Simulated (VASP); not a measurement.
Wanted: the native input for a VASP 6.6.1 run.

```yaml
Task: single point
Functional: PBE
Potentials_or_basis: VASP PAW PBE potentials, release 64 (Mn_pv, S)
Cutoff: 500 eV
k_mesh: 8 × 8 × 8
Occupations: gaussian, width 0.05 eV
Spin: collinear spin, ferromagnetic start
Starting_moments: "[5.0, 0.0] μB"
Dipole_correction: no
Further_INCAR_settings: ALGO = Normal; EDIFF = 1e-06; NBANDS = 20
```

The structure of MnS lies in POSCAR:

```
MnS
1.0
    0.0000000000      2.6122498864      2.6122498864
    2.6122498864      0.0000000000      2.6122498864
    2.6122498864      2.6122498864      0.0000000000
Mn S
1 1
Direct
    0.0000000000      0.0000000000      0.0000000000
    0.5000000000      0.5000000000      0.5000000000
```

The input as run:

INCAR

```
PREC = Accurate
ENCUT = 500
EDIFF = 1E-6
ISMEAR = 0
SIGMA = 0.05
LREAL = False
LASPH = True
NELM = 200
ALGO = Normal
ISIF = 2
LWAVE = False
LCHARG = False
ISPIN = 2
MAGMOM = 5 0
LORBIT = 11
LMAXMIX = 4
GGA = PE
NBANDS = 20
GGA_COMPAT = False
```

KPOINTS

```
regular mesh
0
Gamma
  8 8 8
```

Potentials or basis: VASP PAW PBE potentials, release 64 (Mn_pv, S).

Run with:

```sh
$ cat potpaw_PBE.64/Mn_pv/POTCAR potpaw_PBE.64/S/POTCAR > POTCAR
$ mpirun -np 1 vasp_std > vasp.out
```

Results of the run:

- Pressure: -3.9 GPa
- Net moment: 4.69 μB per cell
- Site moments: Mn +4.25; S +0.10 μB
- Valence electrons inside the program's atomic spheres: Mn 11.30; S 3.72

Caveat: the cell stands under tension; a cell with one magnetic atom can't hold antiferromagnetic order, which such compounds often take.

It took 110 s on 1 thread of Intel Xeon 8259CL, on a shared host, peak memory 0.18 GiB.
